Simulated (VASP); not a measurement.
Set up this calculation in VASP 6.6.1, as the native input.

```yaml
Task: electric field gradients
Functional: PBEsol
Potentials_or_basis: VASP PAW PBE potentials, release 64 (Rb_sv, Br)
Cutoff: 520 eV
k_mesh: 7 × 7 × 7
Occupations: fermi-dirac, width 0.03 eV
Spin: no spin polarisation
Dipole_correction: no
Further_INCAR_settings: ALGO = Normal; EDIFF = 1e-08; NBANDS = 15
```

The structure of RbBr lies in POSCAR:

```
RbBr
1.0
    3.5741695089      0.0000000000      0.0000000000
    0.0000000000      3.5741695089      0.0000000000
    0.0000000000      0.0000000000      3.5741695089
Rb Br
1 1
Direct
    0.0000000000      0.0000000000      0.0000000000
    0.5000000000      0.5000000000      0.5000000000
```

This cell differs from its parent crystal: volume scaled by 0.65.

One way to write it, as run:

INCAR

```
SYSTEM = RbBr
  ALGO = Normal
  EDIFF = 1E-8
  ENCUT = 520
  GGA = PS
  ISIF = 2
  ISMEAR = -1
  LASPH = .True.
  LCHARG = .False.
  LEFG = .True.
  LREAL = .False.
  LWAVE = .False.
  NBANDS = 15
  NELM = 60
  PREC = Accurate
  SIGMA = 0.03
```

KPOINTS

```
k-points
0
Gamma
  7 7 7
  0 0 0
```

Potentials or basis: VASP PAW PBE potentials, release 64 (Rb_sv, Br).

Launch:

```bash
$ cat potpaw_PBE.64/Rb_sv/POTCAR potpaw_PBE.64/Br/POTCAR > POTCAR
$ mpirun -np 1 vasp_std > vasp.out
```

Results of the run:

```yaml
Pressure: 18.4 GPa
Band_gap_on_the_k_mesh: 4.46 eV, direct
```

Caveat: without QUAD_EFG the Cq values of the log hold for a quadrupole moment of 1 mb, not for the nuclei; the PAW data sets were made with another functional, which shifts forces and pressure a little.

Run time: 13 s on 1 thread of Intel(R) Xeon(R) Platinum 8259CL CPU @ 2.50GHz (Skylake/Cascade Lake), with other jobs on the host, peak memory 0.16 GiB.
